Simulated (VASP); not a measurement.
Set up this calculation in VASP 6.6.1, as the native input.

```yaml
Task: single point
Functional: PBE
Potentials_or_basis: VASP PAW PBE potentials, release 64 (Ga_d, Sb)
Cutoff: 500 eV
k_mesh: 6 × 6 × 6
Occupations: gaussian, width 0.01 eV
Spin: no spin polarisation
Dipole_correction: no
Further_INCAR_settings: ALGO = Normal; EDIFF = 1e-06; NBANDS = 16
```

The structure of GaSb lies in POSCAR:

```
GaSb
1.0
    0.0000000000      3.0590000000      3.0590000000
    3.0590000000      0.0000000000      3.0590000000
    3.0590000000      3.0590000000      0.0000000000
Ga Sb
1 1
Direct
    0.0000000000      0.0000000000      0.0000000000
    0.2500000000      0.2500000000      0.2500000000
```

These files were run (other wordings do the same):

INCAR

```
SYSTEM = GaSb
  PREC = Accurate
  ENCUT = 500
  EDIFF = 1E-6
  ISMEAR = 0
  SIGMA = 0.01
  LREAL = .False.
  LASPH = .True.
  NELM = 120
  ALGO = Normal
  ISIF = 2
  LWAVE = .False.
  LCHARG = .True.
  GGA = PE
  LELF = .True.
  LVHAR = .True.
  NBANDS = 16
  GGA_COMPAT = .False.
```

KPOINTS

```
regular mesh
0
Gamma
  6 6 6
  0 0 0
```

Potentials or basis: VASP PAW PBE potentials, release 64 (Ga_d, Sb).

Run with:

```bash
$ cat potpaw_PBE.64/Ga_d/POTCAR potpaw_PBE.64/Sb/POTCAR > POTCAR
$ mpirun -np 1 vasp_std > vasp.out
```

Results of the run:

```yaml
Pressure: 2.3 GPa
Band_gap_on_the_k_mesh: 0.03 eV, direct
```

Caveat: spin-orbit coupling is left out, which moves the levels of the heavy elements.

Wall time 17 s on 1 thread of Intel(R) Xeon(R) Platinum 8488C (Sapphire Rapids), on a shared host, peak memory 0.17 GiB.
